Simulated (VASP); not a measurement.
# SiO2 (Cristobalite) (P4_12_12) in VASP: further runs, part 2 of 3

VASP 6.6.1.

## (4) Electric field gradients, PBE

File INCAR:

```
PREC     = Accurate       # precision mode
ENCUT    = 520            # plane-wave cutoff, eV
EDIFF    = 1E-8           # SCF threshold, eV
ISMEAR   = -1             # smearing method
SIGMA    = 0.02           # smearing width, eV
LREAL    = False          # projectors in reciprocal space
LASPH    = True           # aspherical terms in the spheres
NELM     = 100            # most SCF steps
ALGO     = Normal         # electronic algorithm
ISIF     = 2              # what is computed and relaxed
LWAVE    = False          # write WAVECAR
LCHARG   = False          # write CHGCAR
GGA      = PE             # functional
LEFG     = True         
NBANDS   = 44             # bands
```

File KPOINTS:

```
Automatic mesh
0
Gamma
  4 4 3
```

File POSCAR:

```
SiO2
1.0
    4.9570000000      0.0000000000      0.0000000000
    0.0000000000      4.9570000000      0.0000000000
    0.0000000000      0.0000000000      6.8903000000
Si O
4 8
Direct
    0.3047000000      0.3047000000      0.0000000000
    0.1953000000      0.8047000000      0.2500000000
    0.6953000000      0.6953000000      0.5000000000
    0.8047000000      0.1953000000      0.7500000000
    0.2381000000      0.1109000000      0.1826000000
    0.3891000000      0.7381000000      0.4326000000
    0.7619000000      0.8891000000      0.6826000000
    0.6109000000      0.2619000000      0.9326000000
    0.7381000000      0.3891000000      0.5674000000
    0.8891000000      0.7619000000      0.3174000000
    0.2619000000      0.6109000000      0.0674000000
    0.1109000000      0.2381000000      0.8174000000
```

Potentials or basis: VASP PAW PBE potentials, release 64 (Si, O).

Started as:

```bash
$ cat potpaw_PBE.64/Si/POTCAR potpaw_PBE.64/O/POTCAR > POTCAR
$ mpirun -np 1 vasp_std > vasp.out
```

OUTCAR:

```text
PREC = Accurate
   ENCUT = 520
   EDIFF = 1E-8
   ISMEAR = -1
   LREAL = False
   LASPH = True
   NELM = 100
   ISIF = 2
   GGA = PE

 ion  position               nearest neighbor table
   1  0.305  0.305  0.000-   8 1.60  11 1.60   5 1.62  12 1.62   2 3.07   4 3.07   2 3.07   4 3.07

   2  0.195  0.805  0.250-   5 1.60  10 1.60   6 1.62  11 1.62   1 3.07   3 3.07   1 3.07   3 3.07

   3  0.695  0.695  0.500-   6 1.60   9 1.60   7 1.62  10 1.62   2 3.07   4 3.07   4 3.07   2 3.07

   4  0.805  0.195  0.750-   7 1.60  12 1.60   9 1.62   8 1.62   1 3.07   3 3.07   3 3.07   1 3.07

   5  0.238  0.111  0.183-   2 1.60   1 1.62
   6  0.389  0.738  0.433-   3 1.60   2 1.62
   7  0.762  0.889  0.683-   4 1.60   3 1.62
   8  0.611  0.262  0.933-   1 1.60   4 1.62
   9  0.738  0.389  0.567-   3 1.60   4 1.62
  10  0.889  0.762  0.317-   2 1.60   3 1.62
  11  0.262  0.611  0.067-   1 1.60   2 1.62
  12  0.111  0.238  0.817-   4 1.60   1 1.62

  LATTYP: Found a simple tetragonal cell.
 ALAT       =     4.9570000000
 C/A-ratio  =     1.3900141214

  Lattice vectors:

 A1 = (   4.9570000000,   0.0000000000,   0.0000000000)
 A2 = (   0.0000000000,   4.9570000000,   0.0000000000)
 A3 = (   0.0000000000,   0.0000000000,   6.8903000000)

Analysis of symmetry for initial positions (statically):
=====================================================================
 Subroutine PRICEL returns:
 Original cell was already a primitive cell.

 Routine SETGRP: Setting up the symmetry group for a
 simple tetragonal supercell.

 Subroutine GETGRP returns: Found  8 space group operations
 (whereof  2 operations were pure point group operations)
 out of a pool of 16 trial point group operations.

The static configuration has the point symmetry C_2 .
 The point group associated with its full space group is D_4 .

Analysis of symmetry for dynamics (positions and initial velocities):
=====================================================================
 Subroutine PRICEL returns:
 Original cell was already a primitive cell.

 Routine SETGRP: Setting up the symmetry group for a
 simple tetragonal supercell.

 Subroutine GETGRP returns: Found  8 space group operations
 (whereof  2 operations were pure point group operations)
 out of a pool of 16 trial point group operations.

The dynamic configuration has the point symmetry C_2 .
 The point group associated with its full space group is D_4 .

 Subroutine INISYM returns: Found  8 space group operations
 (whereof  2 operations are pure point group operations),
 and found     1 'primitive' translations

----------------------------------------------------------------------------------------

                                     Primitive cell

  volume of cell :     169.3074

  direct lattice vectors                    reciprocal lattice vectors
     4.957000000  0.000000000  0.000000000     0.201734920  0.000000000  0.000000000
     0.000000000  4.957000000  0.000000000     0.000000000  0.201734920  0.000000000
[... 145 lines left out ...]
 Fermi energy:         0.7121128310

 k-point     1 :       0.0000    0.0000    0.0000
  band No.  band energies     occupation
      1     -19.2677      2.00000
      2     -18.3525      2.00000
      3     -18.3525      2.00000
      4     -17.1782      2.00000
      5     -17.1305      2.00000
      6     -17.1302      2.00000
[... 553 lines left out ...]
     43      10.9802      0.00000
     44      10.9802      0.00000

------------------------ aborting loop because EDIFF is reached ----------------------------------------

  FORCE on cell =-STRESS in cart. coord.  units (eV):
  Direction    XX          YY          ZZ          XY          YZ          ZX
  --------------------------------------------------------------------------------------
  -------------------------------------------------------------------------------------
  Total        7.1387381      7.1387381      5.2749266      0.0000000      0.0000000      0.0000000
  in kB       67.5547763     67.5547763     49.9172938      0.0000000      0.0000000      0.0000000
  external PRESSURE =      61.6756154 kB  Pullay stress =       0.0000000 kB

 VOLUME and BASIS-vectors are now :
 -----------------------------------------------------------------------------
  energy-cutoff  :      520.00
  volume of cell :      169.31
      direct lattice vectors                 reciprocal lattice vectors
     4.957000000  0.000000000  0.000000000     0.201734920  0.000000000  0.000000000
     0.000000000  4.957000000  0.000000000     0.000000000  0.201734920  0.000000000
     0.000000000  0.000000000  6.890300000     0.000000000  0.000000000  0.145131562

 POSITION                                       TOTAL-FORCE (eV/Angst)
 -----------------------------------------------------------------------------------
      1.51040      1.51040      0.00000        -0.315514     -0.315514      0.000000
      0.96810      3.98890      1.72257         0.315514     -0.315514      0.000000
      3.44660      3.44660      3.44515         0.315514      0.315514      0.000000
      3.98890      0.96810      5.16772        -0.315514      0.315514      0.000000
      1.18026      0.54973      1.25817         0.008164      0.493517      0.075619
      1.92877      3.65876      2.98074        -0.493517      0.008164      0.075619
      3.77674      4.40727      4.70332        -0.008164     -0.493517      0.075619
      3.02823      1.29824      6.42589         0.493517     -0.008164      0.075619
      3.65876      1.92877      3.90956         0.008164     -0.493517     -0.075619
      4.40727      3.77674      2.18698        -0.493517     -0.008164     -0.075619
      1.29824      3.02823      0.46441        -0.008164      0.493517     -0.075619
      0.54973      1.18026      5.63213         0.493517      0.008164     -0.075619
 -----------------------------------------------------------------------------------
    total drift:                               -0.000000      0.000000     -0.000000

  FREE ENERGIE OF THE ION-ELECTRON SYSTEM (eV)
  ---------------------------------------------------
  free  energy   TOTEN  =       -94.7853816607 eV

  energy  without entropy=      -94.7853816607  energy(sigma->0) =      -94.78538166

 Electric field gradients (V/A^2)
---------------------------------------------------------------------
 ion       V_xx      V_yy      V_zz      V_xy      V_xz      V_yz
---------------------------------------------------------------------
   1      -1.853    -1.853     3.706     2.386     5.078    -5.078
   2      -1.853    -1.853     3.706    -2.386     5.078     5.078
   3      -1.853    -1.853     3.706     2.386    -5.078     5.078
   4      -1.853    -1.853     3.706    -2.386    -5.078    -5.078
   5     -46.578    42.804     3.774    19.726   -14.464   -56.006
   6      42.804   -46.578     3.774   -19.726    56.006   -14.464
   7     -46.578    42.804     3.774    19.726    14.464    56.006
   8      42.804   -46.578     3.774   -19.726   -56.006    14.464
   9     -46.578    42.804     3.774   -19.726    14.464   -56.006
  10      42.804   -46.578     3.774    19.726   -56.006   -14.464
  11     -46.578    42.804     3.774   -19.726   -14.464    56.006
  12      42.804   -46.578     3.774    19.726    56.006    14.464
---------------------------------------------------------------------

 Electric field gradients after diagonalization (V/A^2)
 (convention: |V_zz| > |V_xx| > |V_yy|)
----------------------------------------------------------------------
 ion       V_xx      V_yy      V_zz     asymmetry (V_yy - V_xx)/ V_zz
----------------------------------------------------------------------
   1       7.940     0.533    -8.473       0.874
   2       7.940     0.533    -8.473       0.874
   3       7.940     0.533    -8.473       0.874
   4       7.940     0.533    -8.473       0.874
   5     -51.062   -36.011    87.073       0.173
   6     -51.062   -36.011    87.073       0.173
   7     -51.062   -36.011    87.073       0.173
   8     -51.062   -36.011    87.073       0.173
   9     -51.062   -36.011    87.073       0.173
  10     -51.062   -36.011    87.073       0.173
  11     -51.062   -36.011    87.073       0.173
  12     -51.062   -36.011    87.073       0.173
----------------------------------------------------------------------

           NMR quadrupolar parameters

 Cq : quadrupolar parameter    Cq=e*Q*V_zz/h
 eta: asymmetry parameters     (V_yy - V_xx)/ V_zz
 Q  : nuclear electric quadrupole moment in mb (millibarn)
----------------------------------------------------------------------
 ion       Cq(MHz)       eta       Q (mb)
----------------------------------------------------------------------
   1      -0.020       0.874       1.000
   2      -0.020       0.874       1.000
   3      -0.020       0.874       1.000
   4      -0.020       0.874       1.000
   5       0.211       0.173       1.000
   6       0.211       0.173       1.000
   7       0.211       0.173       1.000
   8       0.211       0.173       1.000
   9       0.211       0.173       1.000
  10       0.211       0.173       1.000
  11       0.211       0.173       1.000
  12       0.211       0.173       1.000
----------------------------------------------------------------------
```

Wall time 1.8 min (1 thread of AMD EPYC 7R13 (Zen 3), shared host); peak memory 0.25 GiB.

Results:

- Free energy: -94.7854 eV
- Pressure: 6.2 GPa
- Largest force: 0.499 eV/Å
- Band gap on the k mesh: 5.77 eV, direct

Forces in eV/Å, atoms in the order of the input:
```
Si  -0.316 -0.316  0.000
Si   0.316 -0.316  0.000
Si   0.316  0.316  0.000
Si  -0.316  0.316  0.000
O    0.008  0.494  0.076
O   -0.494  0.008  0.076
O   -0.008 -0.494  0.076
O    0.494 -0.008  0.076
O    0.008 -0.494 -0.076
O   -0.494 -0.008 -0.076
O   -0.008  0.494 -0.076
O    0.494  0.008 -0.076
```

Levels at points of the mesh, in eV from the valence-band top:
| k point | band 30 | band 31 | band 32 | band 33 | band 34 | band 35 |
| --- | --- | --- | --- | --- | --- | --- |
| (0.00, 0.00, 0.00) | -0.31 | -0.31 | 0.00 | 5.77 | 8.84 | 8.84 |
| (0.50, 0.00, 0.00) | -0.67 | -0.49 | -0.49 | 7.83 | 7.83 | 9.29 |
| (0.50, 0.50, 0.00) | -0.60 | -0.54 | -0.54 | 8.76 | 8.76 | 8.88 |

Electric field gradients, principal values (V/Å²):
```
atom    least   middle  greatest (by size)
1 Si    0.533    7.940              -8.473
2 Si    0.533    7.940              -8.473
3 Si    0.533    7.940              -8.473
4 Si    0.533    7.940              -8.473
 5 O  -36.011  -51.062              87.073
 6 O  -36.011  -51.062              87.073
 7 O  -36.011  -51.062              87.073
 8 O  -36.011  -51.062              87.073
 9 O  -36.011  -51.062              87.073
10 O  -36.011  -51.062              87.073
11 O  -36.011  -51.062              87.073
12 O  -36.011  -51.062              87.073
```

Caveat: without QUAD_EFG the Cq values of the log hold for a quadrupole moment of 1 mb, not for the nuclei. A hybrid or GW would open this gap; PBE tends to underestimate it.

(Continued in part 3 of 3.)
